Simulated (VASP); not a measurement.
AlN: electric field gradients with PBEsol

AlN:

```
CELL_PARAMETERS angstrom
3.04749 0.00000 0.00000
-1.52375 2.63921 0.00000
0.00000 0.00000 4.87638
ATOMIC_POSITIONS crystal
Al 0.33333 0.66667 0.00000
Al 0.66667 0.33333 0.50000
N 0.33333 0.66667 0.38500
N 0.66667 0.33333 0.88500
```

```yaml
Program: VASP 6.6.1
Task: electric field gradients
Functional: PBEsol
Potentials_or_basis: VASP PAW PBE potentials, release 64 (Al, N)
Cutoff: 520 eV
k_mesh: 11 × 11 × 6
Occupations: fermi-dirac, width 0.02 eV
Spin: no spin polarisation
Dipole_correction: no
Further_INCAR_settings: ALGO = Normal; EDIFF = 1e-08; NBANDS = 16
```

The pressure is 14.8 GPa. The largest force is 0.182 eV/Å. The band gap on the k mesh is 4.64 eV and the largest electric field gradient by atom is Al +9.2; N +1.2 V/Å².

Forces on the atoms (eV/Å):
```
Al   0.000  0.000  0.182
Al   0.000  0.000  0.182
N    0.000  0.000 -0.182
N    0.000  0.000 -0.182
```

Stress tensor (GPa, compression positive):
```
16.11  0.00  0.00
 0.00 16.11  0.00
 0.00  0.00 12.30
```

Levels at points of the mesh, in eV from the valence-band top:
```tsv
k point	band 4	band 5	band 6	band 7	band 8	band 9	band 10	band 11	band 12	band 13
(0.00, 0.00, 0.00)	-0.98	-0.98	-0.31	-0.31	0.00	4.64	7.08	11.01	11.43	11.43
(0.00, 0.00, 0.50)	-3.49	-0.65	-0.65	-0.65	-0.65	6.90	6.90	10.69	10.69	11.76
```

Electric field gradients, principal values (V/Å²):
```csv
atom,least,middle,greatest (by size)
1 Al,-4.614,-4.614,9.229
2 Al,-4.614,-4.614,9.229
3 N,-0.595,-0.597,1.192
4 N,-0.595,-0.597,1.192
```

Run time: 42 s on 1 thread of Intel Xeon 8259CL (shared host), peak memory 0.17 GiB.

Caveat: the cell stands under pressure; without QUAD_EFG the Cq values of the log hold for a quadrupole moment of 1 mb, not for the nuclei; the PAW data sets were made with another functional, which shifts forces and pressure a little; an odd mesh through Γ misses points on the zone boundary, where band edges can lie.
